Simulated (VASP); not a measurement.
# HfSi2 in VASP: single point with PBEsol

Aim: the single point of HfSi2 with PBEsol.

Program: VASP 6.6.1. These are calculated values, not measurements. Logs are shortened: lines on timing, memory, paths and dates and some standing lists are left out, and cuts for length are marked.

**1. The cell of the first run**

The cell holds a slab with vacuum, 12 atoms: a = 3.636 Å, b = 3.650 Å, c = 29.264 Å, α = 90.00°, β = 90.00°, γ = 90.00°.

**2. Single point, PBEsol**

File INCAR:

```
PREC     = Accurate       # precision mode
ENCUT    = 520            # plane-wave cutoff, eV
EDIFF    = 1E-7           # SCF threshold, eV
ISMEAR   = 0              # smearing method
SIGMA    = 0.1            # smearing width, eV
LREAL    = False          # projectors in reciprocal space
LASPH    = True           # aspherical terms in the spheres
NELM     = 100            # most SCF steps
ALGO     = Normal         # electronic algorithm
ISIF     = 2              # what is computed and relaxed
LWAVE    = False          # write WAVECAR
LCHARG   = True           # write CHGCAR
LDIPOL   = True         
IDIPOL   = 3            
DIPOL    = 0.5 0.5 0.496
GGA      = PS             # functional
LELF     = True           # ELF
LVHAR    = True         
LVACPOTAV= True         
NBANDS   = 48             # bands
```

File KPOINTS:

```
Automatic mesh
0
Gamma
  8 8 1
```

File POSCAR:

```
HfSi2
1.0
    3.6361020410      0.0000000000      0.0000000000
    0.0000000000      3.6500013765      0.0000000000
    0.0000000000      0.0000000000     29.2637679754
Si Hf
8 4
Direct
    0.2500000000      0.5000000000      0.2904615703
    0.7500000000      0.0000000000      0.2906767540
    0.2500000000      0.0000000000      0.3860681019
    0.7500000000      0.0000000000      0.4401685135
    0.2500000000      0.0000000000      0.5366725303
    0.7500000000      0.5000000000      0.5363595740
    0.2500000000      0.5000000000      0.6354885045
    0.7500000000      0.5000000000      0.6989947589
    0.7500000000      0.5000000000      0.3617964768
    0.2500000000      0.5000000000      0.4644401386
    0.7500000000      0.0000000000      0.6072473998
    0.2500000000      0.0000000000      0.7040537096
```

Potentials or basis: VASP PAW PBE potentials, release 64 (Si, Hf_pv).

Command:

```
> cat potpaw_PBE.64/Si/POTCAR potpaw_PBE.64/Hf_pv/POTCAR > POTCAR
> mpirun -np 1 vasp_std > vasp.out
```

OUTCAR:

```text
PREC = Accurate
   ENCUT = 520
   EDIFF = 1E-7
   ISMEAR = 0
   LREAL = False
   LASPH = True
   NELM = 100
   ISIF = 2
   GGA = PS

 ion  position               nearest neighbor table
   1  0.250  0.500  0.290-   2 2.58   2 2.58   2 2.58   2 2.58   9 2.77   9 2.77
   2  0.750  0.000  0.291-   1 2.58   1 2.58   1 2.58   1 2.58   9 2.77   9 2.77
   3  0.250  0.000  0.386-   4 2.41   4 2.41   9 2.67   9 2.67   9 2.67   9 2.67  10 2.93  10 2.93

   4  0.750  0.000  0.440-   3 2.41   3 2.41  10 2.67  10 2.67  10 2.67  10 2.67   9 2.93   9 2.93

   5  0.250  0.000  0.537-   6 2.58   6 2.58   6 2.58   6 2.58  11 2.75  11 2.75  10 2.79  10 2.79

   6  0.750  0.500  0.536-   5 2.58   5 2.58   5 2.58   5 2.58  11 2.76  11 2.76  10 2.78  10 2.78

   7  0.250  0.500  0.635-   8 2.60   8 2.60  11 2.71  11 2.71  11 2.71  11 2.71  12 2.71  12 2.71

   8  0.750  0.500  0.699-  12 2.58  12 2.58  12 2.58  12 2.58   7 2.60   7 2.60  11 3.25  11 3.25

   9  0.750  0.500  0.362-   3 2.67   3 2.67   3 2.67   3 2.67   2 2.77   2 2.77   1 2.77   1 2.77
                             4 2.93   4 2.93  10 3.51  10 3.51
  10  0.250  0.500  0.464-   4 2.67   4 2.67   4 2.67   4 2.67   6 2.78   6 2.78   5 2.79   5 2.79
                             3 2.93   3 2.93   9 3.51   9 3.51
  11  0.750  0.000  0.607-   7 2.71   7 2.71   7 2.71   7 2.71   5 2.75   5 2.75   6 2.76   6 2.76
                             8 3.25   8 3.25  12 3.37  12 3.37
  12  0.250  0.000  0.704-   8 2.58   8 2.58   8 2.58   8 2.58   7 2.71   7 2.71  11 3.37  11 3.37

  LATTYP: Found a simple orthorhombic cell.
 ALAT       =     3.6361020410
 B/A-ratio  =     1.0038225923
 C/A-ratio  =     8.0481151644

  Lattice vectors:

 A1 = (   3.6361020410,   0.0000000000,   0.0000000000)
 A2 = (   0.0000000000,   3.6500013765,   0.0000000000)
 A3 = (   0.0000000000,   0.0000000000,  29.2637679754)

Analysis of symmetry for initial positions (statically):
=====================================================================
 Subroutine PRICEL returns:
 Original cell was already a primitive cell.

 Routine SETGRP: Setting up the symmetry group for a
 simple orthorhombic supercell.

 Subroutine GETGRP returns: Found  4 space group operations
 (whereof  2 operations were pure point group operations)
 out of a pool of  8 trial point group operations.

The static configuration has the point symmetry C_1h.
 The point group associated with its full space group is C_2v.

Analysis of symmetry for dynamics (positions and initial velocities):
=====================================================================
 Subroutine PRICEL returns:
 Original cell was already a primitive cell.

 Routine SETGRP: Setting up the symmetry group for a
 simple orthorhombic supercell.

 Subroutine GETGRP returns: Found  4 space group operations
 (whereof  2 operations were pure point group operations)
 out of a pool of  8 trial point group operations.

The dynamic configuration has the point symmetry C_1h.
 The point group associated with its full space group is C_2v.

 Subroutine INISYM returns: Found  4 space group operations
 (whereof  2 operations are pure point group operations),
 and found     1 'primitive' translations

----------------------------------------------------------------------------------------

                                     Primitive cell

  volume of cell :     388.3822

  direct lattice vectors                    reciprocal lattice vectors
     3.636102041  0.000000000  0.000000000     0.275019785  0.000000000  0.000000000
     0.000000000  3.650001377  0.000000000     0.000000000  0.273972499  0.000000000
     0.000000000  0.000000000 29.263767975     0.000000000  0.000000000  0.034171949

  length of vectors
     3.636102041  3.650001377 29.263767975     0.275019785  0.273972499  0.034171949

  position of ions in fractional coordinates (direct lattice)
     0.250000000  0.500000000  0.290461570
     0.750000000  0.000000000  0.290676754
     0.250000000  0.000000000  0.386068102
     0.750000000  0.000000000  0.440168513
     0.250000000  0.000000000  0.536672530
     0.750000000  0.500000000  0.536359574
     0.250000000  0.500000000  0.635488505
     0.750000000  0.500000000  0.698994759
     0.750000000  0.500000000  0.361796477
     0.250000000  0.500000000  0.464440139
     0.750000000  0.000000000  0.607247400
     0.250000000  0.000000000  0.704053710

  ion indices of the primitive-cell ions
   primitive index   ion index
                 1           1
                 2           2
                 3           3
                 4           4
                 5           5
                 6           6
                 7           7
                 8           8
                 9           9
                10          10
                11          11
                12          12

----------------------------------------------------------------------------------------

 KPOINTS: Automatic mesh

Automatic generation of k-mesh.
 Grid dimensions read from file:
 generate k-points for:    8    8    1

 Generating k-lattice:

  Cartesian coordinates                     Fractional coordinates (reciprocal lattice)
     0.034377473  0.000000000  0.000000000     0.125000000  0.000000000  0.000000000
     0.000000000  0.034246562  0.000000000     0.000000000  0.125000000  0.000000000
     0.000000000  0.000000000  0.034171949     0.000000000  0.000000000  1.000000000

  Length of vectors
     0.034377473  0.034246562  0.034171949

  Shift w.r.t. Gamma in fractional coordinates (k-lattice)
     0.000000000  0.000000000  0.000000000

 Subroutine IBZKPT returns following result:
 ===========================================

 Found     25 irreducible k-points:

 Following reciprocal coordinates:
            Coordinates               Weight
  0.000000  0.000000  0.000000      1.000000
  0.125000  0.000000  0.000000      2.000000
  0.250000  0.000000  0.000000      2.000000
  0.375000  0.000000  0.000000      2.000000
  0.500000  0.000000  0.000000      1.000000
  0.000000  0.125000  0.000000      2.000000
[... 16 lines left out ...]
  0.250000  0.500000  0.000000      2.000000
  0.375000  0.500000  0.000000      2.000000
   k-points           NKPTS =     25   k-points in BZ     NKDIM =     25   number of bands    NBANDS=     48
   number of dos      NEDOS =    301   number of ions     NIONS =     12
   total plane-waves  NPLWV = 175616
   dimension x,y,z NGX =    28 NGY =   28 NGZ =  224
   dimension x,y,z NGXF=    56 NGYF=   56 NGZF=  448
   ions per type =               8   4
   NGX,Y,Z   is equivalent  to a cutoff of  12.80, 12.75, 12.73 a.u.
   NGXF,Y,Z  is equivalent  to a cutoff of  25.60, 25.51, 25.45 a.u.
 SYSTEM =  unknown system
   PREC   = accura    normal or accurate (medium, high low for compatibility)
   ISTART =      0    job   : 0-new  1-cont  2-samecut
   ICHARG =      2    charge: 1-file 2-atom 10-const
   ISPIN  =      1    spin polarized calculation?
   LNONCOLLINEAR =      F non collinear calculations
   LSORBIT =      F    spin-orbit coupling
   LASPH  =      T    aspherical Exc in radial PAW
   ENCUT  =  520.0 eV  38.22 Ry    6.18 a.u.   6.76  6.79 54.41*2*pi/ulx,y,z
   NELM   =    100;   NELMIN=  2; NELMDL= -5     # of ELM steps
   EDIFF  = 0.1E-06   stopping-criterion for ELM
   LREAL  =      F    real-space projection
   EDIFFG = 0.1E-05   stopping-criterion for IOM
   NSW    =      0    number of steps for IOM
   IBRION =     -1    ionic relax: 0-MD 1-quasi-New 2-CG
   NFREE  =      0    steps in history (QN), initial steepest desc. (CG)
   ISIF   =      2    stress and relaxation
   ISYM   =      2    0-nonsym 1-usesym 2-fastsym
   POTIM  = 0.5000    time-step for ionic-motion
   TEBEG  =    0.0;   TEEND  =   0.0 temperature during run
   PSTRESS=    0.0 pullay stress
   NELECT =      72.0000    total number of electrons
   NUPDOWN=      -1.0000    fix difference up-down
   EMIN   =  10.00;   EMAX   =-10.00  energy-range for DOS
   EFERMI =   0.00;   METHOD = LEGACY
   ISMEAR =     0;   SIGMA  =   0.10  broadening in eV -4-tet -1-fermi 0-gaus
   EFERMI_NEDOS =   21; number of points for ismear=-14 and -15
   IALGO  =     38    algorithm
   IMIX   =      4    mixing-type and parameters
     AMIX     =   0.40;   BMIX     =  1.00
     AMIX_MAG =   1.60;   BMIX_MAG =  1.00
  volume/ion in A,a.u.               =      32.37       218.41
  Fermi-wavevector in a.u.,A,eV,Ry     =   0.933468  1.763998 11.855595  0.871362
  Thomas-Fermi vector in A             =   2.060172
   LORBIT       =      0    0 simple, 1 ext, 2 COOP (PROOUT), +10 PAW based schemes
   GGA     = PS    functional components
   LHFCALC =     F    Hartree Fock is set to
   AEXX    =    0.0000 exact exchange contribution
   IVDW    =     0    specifies the selected vdW correction
   LEPSILON=     F    determine dielectric tensor
   LRPA    =     F    only Hartree local field effects (RPA)
 non-spin polarized calculation
 Gauss-broadening in eV      SIGMA  =   0.10
  energy-cutoff  :      520.00
  volume of cell :      388.38
 maximum number of plane-waves:     10540
 NGX is ok and might be reduce to    28
   NGX = 13   NGY = 13   NGZ =109

 dipolmoment           0.000000      0.000000      0.076831 electrons x Angstroem

 number of electron      71.9999998 magnetization

 dipolmoment           0.000000      0.000000     -0.117528 electrons x Angstroem

 Free energy of the ion-electron system (eV)
  ---------------------------------------------------
  ext. energy  EPLUGINS =         0.00000000
  ---------------------------------------------------
  free energy    TOTEN  =       -92.23829652 eV

  energy without entropy =      -92.20513236  energy(sigma->0) =      -92.22171444

 E-fermi :   1.7375     XC(G=0):  -6.3218

 val. band max:        1.7352370973   @ k =   0.5000   0.1250   0.0000
 cond. band min:       1.7538975050   @ k =   0.0000   0.2500   0.0000
 fundamental gap:      0.0186604077
 Fermi energy:         1.7374855735

 k-point     1 :       0.0000    0.0000    0.0000
  band No.  band energies     occupation
      1     -28.8787      2.00000
      2     -28.6736      2.00000
      3     -28.6002      2.00000
      4     -28.5939      2.00000
      5     -28.5879      2.00000
      6     -28.5646      2.00000
[... 1213 lines left out ...]
     47       5.3116      0.00000
     48       5.6122      0.00000

 [... further k-points ...]
[... 5 lines left out ...]
  --------------------------------------------------------------------------------------
  -------------------------------------------------------------------------------------
  Total       -2.7066633     -0.1484809      1.3162882      0.0000000      0.0000000      0.0000000
  in kB      -11.1656877     -0.6125221      5.4300300      0.0000000      0.0000000      0.0000000
  external PRESSURE =      -2.1160599 kB  Pullay stress =       0.0000000 kB

 VOLUME and BASIS-vectors are now :
 -----------------------------------------------------------------------------
  energy-cutoff  :      520.00
  volume of cell :      388.38
      direct lattice vectors                 reciprocal lattice vectors
     3.636102041  0.000000000  0.000000000     0.275019785  0.000000000  0.000000000
     0.000000000  3.650001377  0.000000000     0.000000000  0.273972499  0.000000000
     0.000000000  0.000000000 29.263767975     0.000000000  0.000000000  0.034171949

 POSITION                                       TOTAL-FORCE (eV/Angst)
 -----------------------------------------------------------------------------------
      0.90903      1.82500      8.50000         0.000000      0.000000     -0.290902
      2.72708      0.00000      8.50630         0.000000      0.000000     -0.343756
      0.90903      0.00000     11.29781         0.000000      0.000000     -0.344868
      2.72708      0.00000     12.88099         0.000000      0.000000      0.059729
      0.90903      0.00000     15.70506         0.000000      0.000000     -0.011930
      2.72708      1.82500     15.69590         0.000000      0.000000     -0.003757
      0.90903      1.82500     18.59679         0.000000      0.000000      0.037865
      2.72708      1.82500     20.45522         0.000000      0.000000      0.004881
      2.72708      1.82500     10.58753         0.000000      0.000000      0.908505
      0.90903      1.82500     13.59127         0.000000      0.000000     -0.004792
      2.72708      0.00000     17.77035         0.000000      0.000000      0.006400
      0.90903      0.00000     20.60326         0.000000      0.000000     -0.017374
 -----------------------------------------------------------------------------------
    total drift:                                0.000000      0.000000      0.000282

  FREE ENERGIE OF THE ION-ELECTRON SYSTEM (eV)
  ---------------------------------------------------
  free  energy   TOTEN  =       -92.2382965192 eV

  energy  without entropy=      -92.2051323642  energy(sigma->0) =      -92.22171444

 vacuum level on the upper side and lower side of the slab         5.427         7.030
```

Run time: 35 min. Hardware: 1 thread of AMD EPYC 7R13 (Zen 3), shared host; peak memory 0.6 GiB.

What came out:

* Free energy: -92.2383 eV
* Largest force: 0.909 eV/Å
* Band gap on the k mesh: zero (bands 36 and 37 overlap by 1.12 eV)

Forces in eV/Å, atoms in the order of the input:
```
Si   0.000  0.000 -0.291
Si   0.000  0.000 -0.344
Si   0.000  0.000 -0.345
Si   0.000  0.000  0.060
Si   0.000  0.000 -0.012
Si   0.000  0.000 -0.004
Si   0.000  0.000  0.038
Si   0.000  0.000  0.005
Hf   0.000  0.000  0.909
Hf   0.000  0.000 -0.005
Hf   0.000  0.000  0.006
Hf   0.000  0.000 -0.017
```

Levels at points of the mesh, in eV from the Fermi level:
```csv
k point,band 34,band 35,band 36,band 37,band 38,band 39
"(0.00, 0.00, 0.00)",-1.25,-0.31,0.28,0.91,1.35,1.52
"(0.50, 0.00, 0.00)",-0.24,-0.14,0.10,0.60,0.69,1.20
"(0.00, 0.50, 0.00)",-0.34,-0.23,-0.09,0.21,0.27,1.17
"(0.50, 0.50, 0.00)",-2.01,-0.42,-0.40,-0.29,-0.17,2.58
```

Caveat: the PAW data sets were made with another functional, which shifts forces and pressure a little; spin-orbit coupling is left out, which moves the levels of the heavy elements.
